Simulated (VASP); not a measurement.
# GaN (P6_3mc) in VASP: single point with PBE

Aim: the single point of GaN with PBE.

All numbers are computed with VASP 6.6.1; they aren't measurements. Logs are shortened: lines on timing, memory, paths and dates and some standing lists are left out, and cuts for length are marked.

## (1) The cell of the first run

Symmetry: P6_3mc, No. 186, hexagonal system. The conventional cell has a = 3.218 Å, b = 3.218 Å, c = 5.243 Å, α = 90.00°, β = 90.00°, γ = 120.00°. Within 2.6 Å of Ga (site symmetry 3m) lie 4 N at 1.97 to 1.98 Å. Within 2.6 Å of N (site symmetry 3m) lie 4 Ga at 1.97 to 1.98 Å.

## (2) Single point, PBE

INCAR

```
ALGO = Normal ; EDIFF = 1E-6
ENCUT = 520 ; GGA = PE
ISIF = 2 ; ISMEAR = 0
LASPH = True ; LCHARG = False
LREAL = False ; LWAVE = False
NBANDS = 46 ; NELM = 60
PREC = Accurate ; SIGMA = 0.05
```

KPOINTS

```
k-points
0
Gamma
  12 12 2
```

POSCAR

```
GaN
1.0
    3.2184289164      0.0000000000      0.0000000000
   -1.6092144582      2.7872412019      0.0000000000
    0.0000000000      0.0000000000     10.4860609404
Ga N
4 4
Direct
    0.3333333333      0.6666666667      0.4995658437
    0.3333333333      0.6666666667      0.9995658437
    0.6666666667      0.3333333333      0.2495658437
    0.6666666667      0.3333333333      0.7495658437
    0.3333333333      0.6666666667      0.1879341563
    0.3333333333      0.6666666667      0.6879341563
    0.6666666667      0.3333333333      0.4379341563
    0.6666666667      0.3333333333      0.9379341563
```

Potentials or basis: VASP PAW PBE potentials, release 64 (Ga_d, N).

Launch:

```console
> cat potpaw_PBE.64/Ga_d/POTCAR potpaw_PBE.64/N/POTCAR > POTCAR
> mpirun -np 1 vasp_std > vasp.out
```

OUTCAR:

```text
EDIFF = 1E-6
   ENCUT = 520
   GGA = PE
   ISIF = 2
   ISMEAR = 0
   LASPH = True
   LREAL = False
   NELM = 60
   PREC = Accurate

 ion  position               nearest neighbor table
   1  0.333  0.667  0.500-   7 1.97   7 1.97   7 1.97   6 1.98
   2  0.333  0.667  1.000-   8 1.97   8 1.97   8 1.97   5 1.98
   3  0.667  0.333  0.250-   5 1.97   5 1.97   5 1.97   7 1.98
   4  0.667  0.333  0.750-   6 1.97   6 1.97   6 1.97   8 1.98
   5  0.333  0.667  0.188-   3 1.97   3 1.97   3 1.97   2 1.98
   6  0.333  0.667  0.688-   4 1.97   4 1.97   4 1.97   1 1.98
   7  0.667  0.333  0.438-   1 1.97   1 1.97   1 1.97   3 1.98
   8  0.667  0.333  0.938-   2 1.97   2 1.97   2 1.97   4 1.98
[... 7 lines left out ...]
 A1 = (   3.2184289164,   0.0000000000,   0.0000000000)
 A2 = (  -1.6092144582,   2.7872412019,   0.0000000000)
 A3 = (   0.0000000000,   0.0000000000,  10.4860609404)

Analysis of symmetry for initial positions (statically):
=====================================================================
 Subroutine PRICEL returns following result:

  LATTYP: Found a hexagonal cell.
 ALAT       =     3.2184289164
 C/A-ratio  =     1.6290651763

  Lattice vectors:

 A1 = (   3.2184289164,   0.0000000000,   0.0000000000)
 A2 = (  -1.6092144582,   2.7872412019,   0.0000000000)
 A3 = (   0.0000000000,   0.0000000000,   5.2430304702)

   2 primitive cells build up your supercell.

 Routine SETGRP: Setting up the symmetry group for a
 hexagonal supercell.

 Subroutine GETGRP returns: Found 12 space group operations
 (whereof  6 operations were pure point group operations)
 out of a pool of 24 trial point group operations.

The static configuration has the point symmetry C_3v.
 The point group associated with its full space group is C_6v.

Analysis of symmetry for dynamics (positions and initial velocities):
=====================================================================
 Subroutine PRICEL returns following result:

  LATTYP: Found a hexagonal cell.
 ALAT       =     3.2184289164
 C/A-ratio  =     1.6290651763

  Lattice vectors:

 A1 = (   3.2184289164,   0.0000000000,   0.0000000000)
 A2 = (  -1.6092144582,   2.7872412019,   0.0000000000)
 A3 = (   0.0000000000,   0.0000000000,   5.2430304702)

   2 primitive cells build up your supercell.

 Routine SETGRP: Setting up the symmetry group for a
[... 112 lines left out ...]
   LREAL  =      F    real-space projection
   EDIFFG = 0.1E-04   stopping-criterion for IOM
   NSW    =      0    number of steps for IOM
   IBRION =     -1    ionic relax: 0-MD 1-quasi-New 2-CG
   NFREE  =      0    steps in history (QN), initial steepest desc. (CG)
   ISIF   =      2    stress and relaxation
   ISYM   =      2    0-nonsym 1-usesym 2-fastsym
   POTIM  = 0.5000    time-step for ionic-motion
   TEBEG  =    0.0;   TEEND  =   0.0 temperature during run
   PSTRESS=    0.0 pullay stress
   NELECT =      72.0000    total number of electrons
   NUPDOWN=      -1.0000    fix difference up-down
   EMIN   =  10.00;   EMAX   =-10.00  energy-range for DOS
   EFERMI =   0.00;   METHOD = LEGACY
   ISMEAR =     0;   SIGMA  =   0.05  broadening in eV -4-tet -1-fermi 0-gaus
   EFERMI_NEDOS =   21; number of points for ismear=-14 and -15
   IALGO  =     38    algorithm
   IMIX   =      4    mixing-type and parameters
     AMIX     =   0.40;   BMIX     =  1.00
     AMIX_MAG =   1.60;   BMIX_MAG =  1.00
  volume/ion in A,a.u.               =      11.76        79.35
  Fermi-wavevector in a.u.,A,eV,Ry     =   1.497529  2.829920 30.512351  2.242595
  Thomas-Fermi vector in A             =   2.609406
   LORBIT       =      0    0 simple, 1 ext, 2 COOP (PROOUT), +10 PAW based schemes
   GGA     = PE    functional components
   LHFCALC =     F    Hartree Fock is set to
   AEXX    =    0.0000 exact exchange contribution
   IVDW    =     0    specifies the selected vdW correction
   LEPSILON=     F    determine dielectric tensor
   LRPA    =     F    only Hartree local field effects (RPA)
 non-spin polarized calculation
 Gauss-broadening in eV      SIGMA  =   0.05
  energy-cutoff  :      520.00
  volume of cell :       94.07
 maximum number of plane-waves:      2568
 NGX is ok and might be reduce to    24
   NGX = 11   NGY = 11   NGZ = 39

 number of electron      71.9999913 magnetization

 Free energy of the ion-electron system (eV)
  ---------------------------------------------------
  ext. energy  EPLUGINS =         0.00000000
  ---------------------------------------------------
  free energy    TOTEN  =       -48.65547724 eV

  energy without entropy =      -48.65547724  energy(sigma->0) =      -48.65547724

 E-fermi :   5.2216     XC(G=0): -11.5150

 val. band max:        5.0084175776   @ k =   0.0000   0.0000   0.0000
 cond. band min:       6.7244415547   @ k =   0.0000   0.0000   0.0000
 fundamental gap:      1.7160239771
 Fermi energy:         5.2216472955

 k-point     1 :       0.0000    0.0000    0.0000
  band No.  band energies     occupation
      1     -10.7266      2.00000
      2     -10.2079      2.00000
      3     -10.2079      2.00000
      4      -9.9034      2.00000
      5      -8.4118      2.00000
      6      -8.3976      2.00000
[... 1165 lines left out ...]
     45      14.8089      0.00000
     46      14.8089      0.00000

 [... further k-points ...]

------------------------ aborting loop because EDIFF is reached ----------------------------------------

  FORCE on cell =-STRESS in cart. coord.  units (eV):
  Direction    XX          YY          ZZ          XY          YZ          ZX
  --------------------------------------------------------------------------------------
  -------------------------------------------------------------------------------------
  Total        0.0720776      0.0720776      0.0889392      0.0000000      0.0000000      0.0000000
  in kB        1.2276648      1.2276648      1.5148615      0.0000000      0.0000000      0.0000000
  external PRESSURE =       1.3233971 kB  Pullay stress =       0.0000000 kB

 VOLUME and BASIS-vectors are now :
 -----------------------------------------------------------------------------
  energy-cutoff  :      520.00
  volume of cell :       94.07
      direct lattice vectors                 reciprocal lattice vectors
     3.218428916  0.000000000  0.000000000     0.310710606  0.179388852  0.000000000
    -1.609214458  2.787241202  0.000000000     0.000000000  0.358777704  0.000000000
     0.000000000  0.000000000 10.486060940     0.000000000  0.000000000  0.095364695

 POSITION                                       TOTAL-FORCE (eV/Angst)
 -----------------------------------------------------------------------------------
     -0.00000      1.85816      5.23848         0.000000      0.000000      0.000311
     -0.00000      1.85816     10.48151        -0.000000      0.000000      0.000311
      1.60921      0.92908      2.61696        -0.000000      0.000000      0.000311
      1.60921      0.92908      7.85999        -0.000000      0.000000      0.000311
     -0.00000      1.85816      1.97069         0.000000      0.000000     -0.000311
     -0.00000      1.85816      7.21372        -0.000000      0.000000     -0.000311
      1.60921      0.92908      4.59220         0.000000     -0.000000     -0.000311
      1.60921      0.92908      9.83523         0.000000      0.000000     -0.000311
 -----------------------------------------------------------------------------------
    total drift:                               -0.000001     -0.000002     -0.002414

  FREE ENERGIE OF THE ION-ELECTRON SYSTEM (eV)
  ---------------------------------------------------
  free  energy   TOTEN  =       -48.6554772362 eV

  energy  without entropy=      -48.6554772362  energy(sigma->0) =      -48.65547724
```

OSZICAR:

```text
N       E                     dE             d eps       ncg     rms          rms(c)
DAV:   1     0.790054681908E+03    0.79005E+03   -0.32901E+04  3990   0.291E+03
DAV:   2     0.103085448923E+03   -0.68697E+03   -0.65189E+03  3566   0.708E+02
DAV:   3    -0.439992188105E+02   -0.14708E+03   -0.14233E+03  4058   0.219E+02
DAV:   4    -0.561708086483E+02   -0.12172E+02   -0.12060E+02  4478   0.644E+01
DAV:   5    -0.564998230258E+02   -0.32901E+00   -0.32826E+00  4450   0.113E+01    0.152E+01
DAV:   6    -0.483885133081E+02    0.81113E+01   -0.24847E+01  6370   0.540E+01    0.415E+00
DAV:   7    -0.486978125486E+02   -0.30930E+00   -0.40282E+00  3900   0.110E+01    0.384E+00
DAV:   8    -0.486646442998E+02    0.33168E-01   -0.25898E-01  5242   0.549E+00    0.122E+00
DAV:   9    -0.486542952982E+02    0.10349E-01   -0.77429E-02  5272   0.321E+00    0.439E-01
DAV:  10    -0.486554552376E+02   -0.11599E-02   -0.84794E-03  4020   0.730E-01    0.238E-01
DAV:  11    -0.486555252558E+02   -0.70018E-04   -0.44941E-03  4810   0.742E-01    0.142E-01
DAV:  12    -0.486554845611E+02    0.40695E-04   -0.45231E-04  4352   0.171E-01    0.609E-02
DAV:  13    -0.486554757037E+02    0.88574E-05   -0.13716E-04  5566   0.663E-02    0.631E-03
DAV:  14    -0.486554771552E+02   -0.14515E-05   -0.20284E-05  3990   0.298E-02    0.168E-02
DAV:  15    -0.486554772362E+02   -0.80956E-07   -0.26022E-06  3304   0.112E-02
   1 F= -.48655477E+02 E0= -.48655477E+02  d E =-.247693E-11
```

stdout:

```text
POSCAR found type information on POSCAR GaN
 POSCAR found :  2 types and       8 ions
 scaLAPACK will be used
 LDA part: xc-table for (Slater+PW92), standard interpolation
 POSCAR, INCAR and KPOINTS ok, starting setup
 FFT: planning ... GRIDC
 FFT: planning ... GRID_SOFT
 FFT: planning ... GRID
 WAVECAR not read
 entering main loop
```

Wall time 2.4 min (1 thread of Intel Xeon Platinum 8259CL at 2.50GHz (Skylake/Cascade Lake), shared host); peak memory 0.27 GiB.

Results:

| Item | Value |
| --- | --- |
| Free energy | -48.6555 eV |
| Pressure | 0.1 GPa |
| Band gap on the k mesh | 1.72 eV |
